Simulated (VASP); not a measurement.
# CO2 (I-42d) in VASP: further runs, part 2 of 2

VASP 6.6.1. Earlier steps stand in the parts before.

### 3 Single point, PBEsol+D4

INCAR

```
ALGO = Normal
EDIFF = 1E-7
ENCUT = 520
GGA = PS
ISIF = 2
ISMEAR = 0
IVDW = 13
LASPH = T
LCHARG = F
LREAL = F
LWAVE = F
NBANDS = 25
NELM = 60
PREC = Accurate
SIGMA = 0.01
```

KPOINTS

```
k-points
0
Gamma
  6 6 6
```

POSCAR

```
CO2
1.0
   -1.9747300000      1.9747300000      3.0140600000
    1.9747300000     -1.9747300000      3.0140600000
    1.9747300000      1.9747300000     -3.0140600000
C O
2 4
Direct
    0.7500000000      0.2500000000      0.5000000000
    0.0000000000      0.0000000000      0.0000000000
    0.7098000000      0.1250000000      0.0848000000
    0.0402000000      0.6250000000      0.9152000000
    0.3750000000      0.2902000000      0.4152000000
    0.8750000000      0.9598000000      0.5848000000
```

Potentials or basis: VASP PAW PBE potentials, release 64 (C, O).

Command:

```bash
$ cat potpaw_PBE.64/C/POTCAR potpaw_PBE.64/O/POTCAR > POTCAR
$ mpirun -np 1 vasp_std > vasp.out
```

OUTCAR:

```text
EDIFF = 1E-7
   ENCUT = 520
   GGA = PS
   ISIF = 2
   ISMEAR = 0
   IVDW = 13
   LASPH = T
   LREAL = F
   NELM = 60
   PREC = Accurate

 ion  position               nearest neighbor table
   1  0.750  0.250  0.500-   3 1.40   4 1.40   5 1.40   6 1.40
   2  0.000  0.000  0.000-   3 1.40   4 1.40   5 1.40   6 1.40
   3  0.710  0.125  0.085-   1 1.40   2 1.40
   4  0.040  0.625  0.915-   1 1.40   2 1.40
   5  0.375  0.290  0.415-   1 1.40   2 1.40
   6  0.875  0.960  0.585-   1 1.40   2 1.40

  LATTYP: Found a body centered tetragonal cell.
 ALAT       =     3.9494600000
 C/A-ratio  =     1.5263149899

  Lattice vectors:

 A1 = (  -1.9747300000,   1.9747300000,   3.0140600000)
 A2 = (   1.9747300000,  -1.9747300000,   3.0140600000)
 A3 = (   1.9747300000,   1.9747300000,  -3.0140600000)

Analysis of symmetry for initial positions (statically):
=====================================================================
 Subroutine PRICEL returns:
 Original cell was already a primitive cell.

 Routine SETGRP: Setting up the symmetry group for a
 body centered tetragonal supercell.

 Subroutine GETGRP returns: Found  8 space group operations
 (whereof  4 operations were pure point group operations)
 out of a pool of 16 trial point group operations.

The static configuration has the point symmetry S_4 .
 The point group associated with its full space group is D_2d.

Analysis of symmetry for dynamics (positions and initial velocities):
=====================================================================
 Subroutine PRICEL returns:
 Original cell was already a primitive cell.

 Routine SETGRP: Setting up the symmetry group for a
 body centered tetragonal supercell.

 Subroutine GETGRP returns: Found  8 space group operations
 (whereof  4 operations were pure point group operations)
 out of a pool of 16 trial point group operations.

The dynamic configuration has the point symmetry S_4 .
 The point group associated with its full space group is D_2d.

 Subroutine INISYM returns: Found  8 space group operations
 (whereof  4 operations are pure point group operations),
 and found     1 'primitive' translations

----------------------------------------------------------------------------------------

                                     Primitive cell

  volume of cell :      47.0140

  direct lattice vectors                    reciprocal lattice vectors
    -1.974730000  1.974730000  3.014060000     0.000000000  0.253199172  0.165889199
     1.974730000 -1.974730000  3.014060000     0.253199172  0.000000000  0.165889199
     1.974730000  1.974730000 -3.014060000     0.253199172  0.253199172  0.000000000

  length of vectors
     4.108974912  4.108974912  4.108974912     0.302702902  0.302702902  0.358077702

  position of ions in fractional coordinates (direct lattice)
     0.750000000  0.250000000  0.500000000
     0.000000000  0.000000000  0.000000000
     0.709800000  0.125000000  0.084800000
     0.040200000  0.625000000  0.915200000
     0.375000000  0.290200000  0.415200000
     0.875000000  0.959800000  0.584800000

  ion indices of the primitive-cell ions
   primitive index   ion index
                 1           1
                 2           2
[... 34 lines left out ...]
  0.166667  0.000000 -0.000000      8.000000
  0.333333  0.000000  0.000000      8.000000
  0.500000  0.000000 -0.000000      4.000000
  0.166667  0.166667 -0.000000      8.000000
  0.333333  0.166667 -0.000000     16.000000
[... 16 lines left out ...]
 -0.333333 -0.333333  0.166667      8.000000
 -0.166667 -0.333333  0.166667      8.000000
 [... further k-points ...]
   k-points           NKPTS =     30   k-points in BZ     NKDIM =     30   number of bands    NBANDS=     25
   number of dos      NEDOS =    301   number of ions     NIONS =      6
   total plane-waves  NPLWV =  32768
   dimension x,y,z NGX =    32 NGY =   32 NGZ =   32
   dimension x,y,z NGXF=    64 NGYF=   64 NGZF=   64
   ions per type =               2   4
   NGX,Y,Z   is equivalent  to a cutoff of  12.95, 12.95, 12.95 a.u.
   NGXF,Y,Z  is equivalent  to a cutoff of  25.89, 25.89, 25.89 a.u.
 SYSTEM =  unknown system
   PREC   = accura    normal or accurate (medium, high low for compatibility)
   ISTART =      0    job   : 0-new  1-cont  2-samecut
   ICHARG =      2    charge: 1-file 2-atom 10-const
   ISPIN  =      1    spin polarized calculation?
   LNONCOLLINEAR =      F non collinear calculations
   LSORBIT =      F    spin-orbit coupling
   LASPH  =      T    aspherical Exc in radial PAW
   ENCUT  =  520.0 eV  38.22 Ry    6.18 a.u.   7.64  7.64  7.64*2*pi/ulx,y,z
   NELM   =     60;   NELMIN=  2; NELMDL= -5     # of ELM steps
   EDIFF  = 0.1E-06   stopping-criterion for ELM
   LREAL  =      F    real-space projection
   EDIFFG = 0.1E-05   stopping-criterion for IOM
   NSW    =      0    number of steps for IOM
   IBRION =     -1    ionic relax: 0-MD 1-quasi-New 2-CG
   NFREE  =      0    steps in history (QN), initial steepest desc. (CG)
   ISIF   =      2    stress and relaxation
   ISYM   =      2    0-nonsym 1-usesym 2-fastsym
   POTIM  = 0.5000    time-step for ionic-motion
   TEBEG  =    0.0;   TEEND  =   0.0 temperature during run
   PSTRESS=    0.0 pullay stress
   NELECT =      32.0000    total number of electrons
   NUPDOWN=      -1.0000    fix difference up-down
   EMIN   =  10.00;   EMAX   =-10.00  energy-range for DOS
   EFERMI =   0.00;   METHOD = LEGACY
   ISMEAR =     0;   SIGMA  =   0.01  broadening in eV -4-tet -1-fermi 0-gaus
   EFERMI_NEDOS =   21; number of points for ismear=-14 and -15
   IALGO  =     38    algorithm
   IMIX   =      4    mixing-type and parameters
     AMIX     =   0.40;   BMIX     =  1.00
     AMIX_MAG =   1.60;   BMIX_MAG =  1.00
  volume/ion in A,a.u.               =       7.84        52.88
  Fermi-wavevector in a.u.,A,eV,Ry     =   1.440066  2.721330 28.215625  2.073790
  Thomas-Fermi vector in A             =   2.558852
   LORBIT       =      0    0 simple, 1 ext, 2 COOP (PROOUT), +10 PAW based schemes
   GGA     = PS    functional components
   LHFCALC =     F    Hartree Fock is set to
   AEXX    =    0.0000 exact exchange contribution
   IVDW    =    13    specifies the selected vdW correction
   LEPSILON=     F    determine dielectric tensor
   LRPA    =     F    only Hartree local field effects (RPA)
 non-spin polarized calculation
 Gauss-broadening in eV      SIGMA  =   0.01
  energy-cutoff  :      520.00
  volume of cell :       47.01
 maximum number of plane-waves:      1307
 NGX is ok and might be reduce to    32
   NGX = 15   NGY = 15   NGZ = 15

 number of electron      32.0000003 magnetization

 Free energy of the ion-electron system (eV)
  ---------------------------------------------------
  ext. energy  EPLUGINS =         0.00000000
  ---------------------------------------------------
  free energy    TOTEN  =       -46.09521146 eV

  energy without entropy =      -46.09521146  energy(sigma->0) =      -46.09521146

 E-fermi :   2.1870     XC(G=0): -11.3353

 val. band max:        2.0726317449   @ k =   0.5000   0.0000  -0.0000
 cond. band min:       9.5987916087   @ k =   0.0000   0.0000   0.0000
 fundamental gap:      7.5261598637
 Fermi energy:         2.1869612436

 k-point     1 :       0.0000    0.0000    0.0000
  band No.  band energies     occupation
      1     -21.8683      2.00000
      2     -16.7650      2.00000
      3     -16.7650      2.00000
      4     -16.1504      2.00000
      5     -12.5016      2.00000
      6      -7.5848      2.00000
[... 661 lines left out ...]
     24      16.3861      0.00000
     25      16.5882      0.00000

 [... further k-points ...]

------------------------ aborting loop because EDIFF is reached ----------------------------------------

  DFT-D4 for vdW energy calculation

  Edisp (eV):   -0.42985

  FORCE on cell =-STRESS in cart. coord.  units (eV):
  Direction    XX          YY          ZZ          XY          YZ          ZX
  --------------------------------------------------------------------------------------
  -------------------------------------------------------------------------------------
  Total      -1.65603    -1.65603    -2.16102     0.00000     0.00000     0.00000
  in kB     -56.43538   -56.43538   -73.64483     0.00000     0.00000     0.00000
  external pressure =      -62.17 kB  Pullay stress =        0.00 kB

 VOLUME and BASIS-vectors are now :
 -----------------------------------------------------------------------------
  energy-cutoff  :      520.00
  volume of cell :       47.01
      direct lattice vectors                 reciprocal lattice vectors
    -1.974730000  1.974730000  3.014060000     0.000000000  0.253199172  0.165889199
     1.974730000 -1.974730000  3.014060000     0.253199172  0.000000000  0.165889199
     1.974730000  1.974730000 -3.014060000     0.253199172  0.253199172  0.000000000

 POSITION                                       TOTAL-FORCE (eV/Angst)
 -----------------------------------------------------------------------------------
      0.00000      1.97473      1.50703        -0.000000     -0.000000     -0.000000
      0.00000      0.00000      0.00000        -0.000000      0.000000      0.000000
     -0.98737      1.32228      2.26055        -0.000000      0.119563     -0.000000
      2.96210      0.65245     -0.75352        -0.000000     -0.119563      0.000000
      0.65245      0.98737      0.75351        -0.119563     -0.000000      0.000000
      1.32228      0.98736      3.76757         0.119563      0.000000     -0.000000
 -----------------------------------------------------------------------------------
    total drift:                                0.000001      0.000001      0.000001

  FREE ENERGIE OF THE ION-ELECTRON SYSTEM (eV)
  ---------------------------------------------------
  free  energy   TOTEN  =       -46.5250656234 eV

  energy  without entropy=      -46.5250656234  energy(sigma->0) =      -46.52506562
```

stdout:

```text
POSCAR found type information on POSCAR C O
 POSCAR found :  2 types and       6 ions
 scaLAPACK will be used
 -----------------------------------------------------------------------------
|                                                                             |
|                                                                             |
|     You enforced a specific xc type in the INCAR file but a different       |
|     I HOPE YOU KNOW WHAT YOU ARE DOING!                                     |
|                                                                             |
 -----------------------------------------------------------------------------

 LDA part: xc-table for (Slater+PW92), standard interpolation
 POSCAR, INCAR and KPOINTS ok, starting setup
 FFT: planning ... GRIDC
 FFT: planning ... GRID_SOFT
 FFT: planning ... GRID
 WAVECAR not read
 entering main loop
```

It took 62 s on 1 thread of AMD EPYC 7R43 (Zen 3), shared host; peak memory 0.12 GiB.

What came out:

| Property | Result |
| --- | --- |
| Free energy | -46.5251 eV |
| Pressure | -6.2 GPa |
| Largest force | 0.120 eV/Å |
| Band gap on the k mesh | 7.53 eV, indirect (least direct gap 8.00 eV) |
| Dispersion energy per atom | -0.072 eV |

Forces on the atoms (eV/Å):
```
C    0.000  0.000  0.000
C    0.000  0.000  0.000
O    0.000  0.120  0.000
O    0.000 -0.120  0.000
O   -0.120  0.000  0.000
O    0.120  0.000  0.000
```

Stress tensor (GPa, compression positive):
```
-5.64  0.00  0.00
 0.00 -5.64  0.00
 0.00  0.00 -7.36
```

Levels at points of the mesh, in eV from the valence-band top:
```
           k point  band 12  band 13  band 14  band 15  band 16  band 17  band 18  band 19  band 20  band 21
(0.00, 0.00, 0.00)    -1.18    -1.18    -0.88    -0.88    -0.48     7.53     9.01     9.11     9.11    12.19
(0.50, 0.00, 0.00)    -2.23    -1.71    -1.37    -0.41     0.00     8.08     9.35     9.52    10.14    12.33
(0.50, 0.50, 0.00)    -2.66    -0.64    -0.64    -0.50    -0.50     8.74     8.74     9.80     9.80    11.56
(0.50, 0.50, 0.50)    -3.09    -2.85    -2.85     0.00     0.00     8.72     8.72    10.55    10.55    11.28
```

Caveat: the PAW data sets were made with another functional, which shifts forces and pressure a little. A k mesh can miss the band edges.
